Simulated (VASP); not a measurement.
# CuAu (P4/mmm) in VASP: notebook

The runs below take CuAu through electric field gradients, with PBEsol, r2SCAN.

All numbers are computed with VASP 6.6.1; they aren't measurements. Logs are shortened: lines on timing, memory, paths and dates and some standing lists are left out, and cuts for length are marked.

## (1) The cell of the first run

It takes space group P4/mmm (No. 123, tetragonal). The conventional cell has a = 2.800 Å, b = 2.800 Å, c = 3.670 Å, α = 90.00°, β = 90.00°, γ = 90.00°. Cu (site symmetry 4/mmm) has 8 Au at 2.70 Å and 4 Cu at 2.80 Å within 3.6 Å. Au (site symmetry 4/mmm) has 8 Cu at 2.70 Å and 4 Au at 2.80 Å within 3.6 Å.

## (2) Electric field gradients, PBEsol

Contents of INCAR:

```
SYSTEM = CuAu
PREC = Accurate
ENCUT = 520
EDIFF = 1E-8
ISMEAR = -1
SIGMA = 0.05
LREAL = .False.
LASPH = .True.
NELM = 60
ALGO = Normal
ISIF = 2
LWAVE = .False.
LCHARG = .False.
GGA = PS
LEFG = .True.
NBANDS = 18
```

Contents of KPOINTS:

```
regular mesh
0
Gamma
  13 13 10
  0 0 0
```

Contents of POSCAR:

```
CuAu
1.0
    2.8000000000      0.0000000000      0.0000000000
    0.0000000000      2.8000000000      0.0000000000
    0.0000000000      0.0000000000      3.6700000000
Cu Au
1 1
Direct
    0.5000000000      0.5000000000      0.5000000000
    0.0000000000      0.0000000000      0.0000000000
```

Potentials or basis: VASP PAW PBE potentials, release 64 (Cu, Au).

Launch:

```console
cat potpaw_PBE.64/Cu/POTCAR potpaw_PBE.64/Au/POTCAR > POTCAR
mpirun -np 1 vasp_std > vasp.out
```

OUTCAR:

```text
SYSTEM = CuAu
   PREC = Accurate
   ENCUT = 520
   EDIFF = 1E-8
   ISMEAR = -1
   LREAL = .False.
   LASPH = .True.
   NELM = 60
   ISIF = 2
   GGA = PS

 ion  position               nearest neighbor table
   1  0.500  0.500  0.500-   2 2.70   2 2.70   2 2.70   2 2.70   2 2.70   2 2.70   2 2.70   2 2.70

   2  0.000  0.000  0.000-   1 2.70   1 2.70   1 2.70   1 2.70   1 2.70   1 2.70   1 2.70   1 2.70

  LATTYP: Found a simple tetragonal cell.
 ALAT       =     2.8000000000
 C/A-ratio  =     1.3107142857

  Lattice vectors:

 A1 = (   2.8000000000,   0.0000000000,   0.0000000000)
 A2 = (   0.0000000000,   2.8000000000,   0.0000000000)
 A3 = (   0.0000000000,   0.0000000000,   3.6700000000)

Analysis of symmetry for initial positions (statically):
=====================================================================
 Subroutine PRICEL returns:
 Original cell was already a primitive cell.

 Routine SETGRP: Setting up the symmetry group for a
 simple tetragonal supercell.

 Subroutine GETGRP returns: Found 16 space group operations
 (whereof 16 operations were pure point group operations)
 out of a pool of 16 trial point group operations.

The static configuration has the point symmetry D_4h.

Analysis of symmetry for dynamics (positions and initial velocities):
=====================================================================
 Subroutine PRICEL returns:
 Original cell was already a primitive cell.

 Routine SETGRP: Setting up the symmetry group for a
 simple tetragonal supercell.

 Subroutine GETGRP returns: Found 16 space group operations
 (whereof 16 operations were pure point group operations)
 out of a pool of 16 trial point group operations.

The dynamic configuration has the point symmetry D_4h.

 Subroutine INISYM returns: Found 16 space group operations
 (whereof 16 operations are pure point group operations),
 and found     1 'primitive' translations

----------------------------------------------------------------------------------------

                                     Primitive cell

  volume of cell :      28.7728

  direct lattice vectors                    reciprocal lattice vectors
     2.800000000  0.000000000  0.000000000     0.357142857  0.000000000  0.000000000
     0.000000000  2.800000000  0.000000000     0.000000000  0.357142857  0.000000000
     0.000000000  0.000000000  3.670000000     0.000000000  0.000000000  0.272479564

  length of vectors
     2.800000000  2.800000000  3.670000000     0.357142857  0.357142857  0.272479564

  position of ions in fractional coordinates (direct lattice)
     0.500000000  0.500000000  0.500000000
     0.000000000  0.000000000  0.000000000

  ion indices of the primitive-cell ions
   primitive index   ion index
                 1           1
                 2           2

----------------------------------------------------------------------------------------

 KPOINTS: regular mesh

Automatic generation of k-mesh.
 Grid dimensions read from file:
 generate k-points for:   13   13   10

 Generating k-lattice:

  Cartesian coordinates                     Fractional coordinates (reciprocal lattice)
     0.027472527  0.000000000  0.000000000     0.076923077  0.000000000  0.000000000
     0.000000000  0.027472527  0.000000000     0.000000000  0.076923077  0.000000000
     0.000000000  0.000000000  0.027247956     0.000000000  0.000000000  0.100000000

  Length of vectors
     0.027472527  0.027472527  0.027247956

  Shift w.r.t. Gamma in fractional coordinates (k-lattice)
     0.000000000  0.000000000  0.000000000

 Subroutine IBZKPT returns following result:
 ===========================================

 Found    168 irreducible k-points:

 Following reciprocal coordinates:
            Coordinates               Weight
  0.000000  0.000000  0.000000      1.000000
  0.076923  0.000000  0.000000      4.000000
  0.153846  0.000000  0.000000      4.000000
  0.230769  0.000000  0.000000      4.000000
  0.307692  0.000000  0.000000      4.000000
  0.384615  0.000000  0.000000      4.000000
[... 16 lines left out ...]
  0.307692  0.307692  0.000000      4.000000
  0.384615  0.307692  0.000000      8.000000
 [... further k-points ...]
   k-points           NKPTS =    168   k-points in BZ     NKDIM =    168   number of bands    NBANDS=     18
   number of dos      NEDOS =    301   number of ions     NIONS =      2
   total plane-waves  NPLWV =  16128
   dimension x,y,z NGX =    24 NGY =   24 NGZ =   28
   dimension x,y,z NGXF=    48 NGYF=   48 NGZF=   56
   ions per type =               1   1
   NGX,Y,Z   is equivalent  to a cutoff of  14.25, 14.25, 12.68 a.u.
   NGXF,Y,Z  is equivalent  to a cutoff of  28.50, 28.50, 25.37 a.u.
 SYSTEM =  CuAu
   PREC   = accura    normal or accurate (medium, high low for compatibility)
   ISTART =      0    job   : 0-new  1-cont  2-samecut
   ICHARG =      2    charge: 1-file 2-atom 10-const
   ISPIN  =      1    spin polarized calculation?
   LNONCOLLINEAR =      F non collinear calculations
   LSORBIT =      F    spin-orbit coupling
   LASPH  =      T    aspherical Exc in radial PAW
   ENCUT  =  520.0 eV  38.22 Ry    6.18 a.u.   5.21  5.21  6.82*2*pi/ulx,y,z
   NELM   =     60;   NELMIN=  2; NELMDL= -5     # of ELM steps
   EDIFF  = 0.1E-07   stopping-criterion for ELM
   LREAL  =      F    real-space projection
   EDIFFG = 0.1E-06   stopping-criterion for IOM
   NSW    =      0    number of steps for IOM
   IBRION =     -1    ionic relax: 0-MD 1-quasi-New 2-CG
   NFREE  =      0    steps in history (QN), initial steepest desc. (CG)
   ISIF   =      2    stress and relaxation
   ISYM   =      2    0-nonsym 1-usesym 2-fastsym
   POTIM  = 0.5000    time-step for ionic-motion
   TEBEG  =    0.0;   TEEND  =   0.0 temperature during run
   PSTRESS=    0.0 pullay stress
   NELECT =      22.0000    total number of electrons
   NUPDOWN=      -1.0000    fix difference up-down
   EMIN   =  10.00;   EMAX   =-10.00  energy-range for DOS
   EFERMI =   0.00;   METHOD = LEGACY
   ISMEAR =    -1;   SIGMA  =   0.05  broadening in eV -4-tet -1-fermi 0-gaus
   EFERMI_NEDOS =   21; number of points for ismear=-14 and -15
   IALGO  =     38    algorithm
   IMIX   =      4    mixing-type and parameters
     AMIX     =   0.40;   BMIX     =  1.00
     AMIX_MAG =   1.60;   BMIX_MAG =  1.00
  volume/ion in A,a.u.               =      14.39        97.08
  Fermi-wavevector in a.u.,A,eV,Ry     =   1.497000  2.828919 30.490762  2.241008
  Thomas-Fermi vector in A             =   2.608944
   LORBIT       =      0    0 simple, 1 ext, 2 COOP (PROOUT), +10 PAW based schemes
   GGA     = PS    functional components
   LHFCALC =     F    Hartree Fock is set to
   AEXX    =    0.0000 exact exchange contribution
   IVDW    =     0    specifies the selected vdW correction
   LEPSILON=     F    determine dielectric tensor
   LRPA    =     F    only Hartree local field effects (RPA)
 non-spin polarized calculation
  energy-cutoff  :      520.00
  volume of cell :       28.77
 maximum number of plane-waves:       797
 NGX is ok and might be reduce to    24
   NGX = 11   NGY = 11   NGZ = 13

 number of electron      22.0000009 magnetization

 Free energy of the ion-electron system (eV)
  ---------------------------------------------------
  ext. energy  EPLUGINS =         0.00000000
  ---------------------------------------------------
  free energy    TOTEN  =        -8.35628868 eV

  energy without entropy =       -8.35197036  energy(sigma->0) =       -8.35412952

 E-fermi :   8.7400     XC(G=0): -12.9041

 val. band max:        8.7338931234   @ k =   0.4615   0.3846   0.1000
 cond. band min:       8.7846434221   @ k =   0.4615   0.0000   0.3000
 fundamental gap:      0.0507502987
 Fermi energy:         8.7399868376

 k-point     1 :       0.0000    0.0000    0.0000
  band No.  band energies     occupation
      1      -1.2188      2.00000
      2       2.0059      2.00000
      3       2.1748      2.00000
      4       4.6192      2.00000
      5       4.6192      2.00000
      6       5.7042      2.00000
[... 10 lines left out ...]
     17      25.6343      0.00000
     18      26.1361      0.00000

 k-point     2 :       0.0769    0.0000    0.0000
  band No.  band energies     occupation
      1      -1.0791      2.00000
      2       2.0779      2.00000
      3       2.2540      2.00000
      4       4.5329      2.00000
      5       4.6521      2.00000
      6       5.6427      2.00000
[... 10 lines left out ...]
     17      26.1988      0.00000
     18      26.7007      0.00000

 k-point     3 :       0.1538    0.0000    0.0000
  band No.  band energies     occupation
      1      -0.6754      2.00000
      2       2.2368      2.00000
      3       2.5316      2.00000
      4       4.2879      2.00000
      5       4.7480      2.00000
      6       5.4682      2.00000
[... 10 lines left out ...]
     17      26.1430      0.00000
     18      28.1163      0.00000

 k-point     4 :       0.2308    0.0000    0.0000
  band No.  band energies     occupation
      1      -0.0562      2.00000
      2       2.4421      2.00000
      3       2.9911      2.00000
      4       3.9380      2.00000
      5       4.8973      2.00000
      6       5.2158      2.00000
[... 10 lines left out ...]
     17      25.3184      0.00000
     18      27.3489      0.00000

 k-point     5 :       0.3077    0.0000    0.0000
  band No.  band energies     occupation
      1       0.6874      2.00000
      2       2.6922      2.00000
      3       3.5213      2.00000
      4       3.5750      2.00000
      5       4.9468      2.00000
      6       5.0823      2.00000
[... 10 lines left out ...]
     17      23.7951      0.00000
     18      26.4447      0.00000

 k-point     6 :       0.3846    0.0000    0.0000
  band No.  band energies     occupation
      1       1.3961      2.00000
      2       2.9802      2.00000
      3       3.2867      2.00000
      4       3.9478      2.00000
      5       4.7267      2.00000
      6       5.2707      2.00000
[... 307 lines left out ...]
 k-point    21 :       0.3846    0.2308    0.0000
  band No.  band energies     occupation
      1       2.1348      2.00000
      2       3.0521      2.00000
      3       3.1567      2.00000
      4       3.8250      2.00000
      5       3.8595      2.00000
      6       5.4075      2.00000
[... 10 lines left out ...]
     17      22.0014      0.00000
     18      22.7540      0.00000

 k-point    22 :       0.4615    0.2308    0.0000
  band No.  band energies     occupation
      1       2.4529      2.00000
      2       2.9487      2.00000
      3       2.9951      2.00000
      4       3.7971      2.00000
      5       3.8901      2.00000
      6       5.7584      2.00000
[... 10 lines left out ...]
     17      20.4440      0.00000
     18      21.9188      0.00000

 k-point    23 :       0.3077    0.3077    0.0000
  band No.  band energies     occupation
      1       1.9448      2.00000
      2       2.9991      2.00000
      3       3.3473      2.00000
      4       3.4863      2.00000
      5       4.4206      2.00000
      6       5.1215      2.00000
[... 10 lines left out ...]
     17      22.8869      0.00000
     18      23.1574      0.00000

 k-point    24 :       0.3846    0.3077    0.0000
  band No.  band energies     occupation
      1       2.0407      2.00000
      2       2.9801      2.00000
      3       3.0900      2.00000
      4       3.3730      2.00000
      5       4.7762      2.00000
      6       5.9194      2.00000
[... 10 lines left out ...]
     17      21.8745      0.00000
     18      22.0734      0.00000

 [... further k-points ...]
[... 5 lines left out ...]
  --------------------------------------------------------------------------------------
  -------------------------------------------------------------------------------------
  Total       -0.3839295     -0.3839295     -0.2891513      0.0000000      0.0000000     -0.0000000
  in kB      -21.3786354    -21.3786354    -16.1010286      0.0000000      0.0000000     -0.0000000
  external PRESSURE =     -19.6194331 kB  Pullay stress =       0.0000000 kB

 VOLUME and BASIS-vectors are now :
 -----------------------------------------------------------------------------
  energy-cutoff  :      520.00
  volume of cell :       28.77
      direct lattice vectors                 reciprocal lattice vectors
     2.800000000  0.000000000  0.000000000     0.357142857  0.000000000  0.000000000
     0.000000000  2.800000000  0.000000000     0.000000000  0.357142857  0.000000000
     0.000000000  0.000000000  3.670000000     0.000000000  0.000000000  0.272479564

 POSITION                                       TOTAL-FORCE (eV/Angst)
 -----------------------------------------------------------------------------------
      1.40000      1.40000      1.83500         0.000000      0.000000      0.000000
      0.00000      0.00000      0.00000         0.000000      0.000000      0.000000
 -----------------------------------------------------------------------------------
    total drift:                                0.000000      0.000000     -0.000000

  FREE ENERGIE OF THE ION-ELECTRON SYSTEM (eV)
  ---------------------------------------------------
  free  energy   TOTEN  =        -8.3562886765 eV

  energy  without entropy=       -8.3519703610  energy(sigma->0) =       -8.35412952

 Electric field gradients (V/A^2)
---------------------------------------------------------------------
 ion       V_xx      V_yy      V_zz      V_xy      V_xz      V_yz
---------------------------------------------------------------------
   1       6.915     6.915   -13.831     0.000    -0.000     0.000
   2     -39.766   -39.766    79.532    -0.000    -0.000     0.000
---------------------------------------------------------------------

 Electric field gradients after diagonalization (V/A^2)
 (convention: |V_zz| > |V_xx| > |V_yy|)
----------------------------------------------------------------------
 ion       V_xx      V_yy      V_zz     asymmetry (V_yy - V_xx)/ V_zz
----------------------------------------------------------------------
   1       6.915     6.915   -13.831       0.000
   2     -39.766   -39.766    79.532       0.000
----------------------------------------------------------------------

           NMR quadrupolar parameters

 Cq : quadrupolar parameter    Cq=e*Q*V_zz/h
 eta: asymmetry parameters     (V_yy - V_xx)/ V_zz
 Q  : nuclear electric quadrupole moment in mb (millibarn)
----------------------------------------------------------------------
 ion       Cq(MHz)       eta       Q (mb)
----------------------------------------------------------------------
   1      -0.033       0.000       1.000
   2       0.192       0.000       1.000
----------------------------------------------------------------------
```

Run time: 48 s. Hardware: 1 thread of Intel Xeon Platinum 8375C at 2.90GHz (Ice Lake), shared host; peak memory 0.22 GiB.

What came out:

```yaml
Free_energy: -8.3563 eV
Pressure: -2.0 GPa
Band_gap_on_the_k_mesh: zero (band 11 reaches 13.15 eV, above the bottom of band 12 at 6.74 eV)
```

Levels at points of the mesh, in eV from the Fermi level:
```csv
k point,band 7,band 8,band 9,band 10,band 11,band 12,band 13,band 14,band 15,band 16
"(0.00, 0.00, 0.00)",-2.87,-2.16,-1.71,-1.48,-1.48,2.02,8.10,10.00,10.00,16.79
"(0.00, 0.00, 0.50)",-3.26,-2.77,-2.38,-2.36,-2.36,-2.00,14.36,14.60,14.60,15.17
```

Electric field gradients, principal values (V/Å²):
```tsv
atom	least	middle	greatest (by size)
1 Cu	6.915	6.915	-13.831
2 Au	-39.766	-39.766	79.532
```

Caveat: without QUAD_EFG the Cq values of the log hold for a quadrupole moment of 1 mb, not for the nuclei; the PAW data sets were made with another functional, which shifts forces and pressure a little; spin-orbit coupling is left out, which moves the levels of the heavy elements.

(Continued in part 2 of 2.)
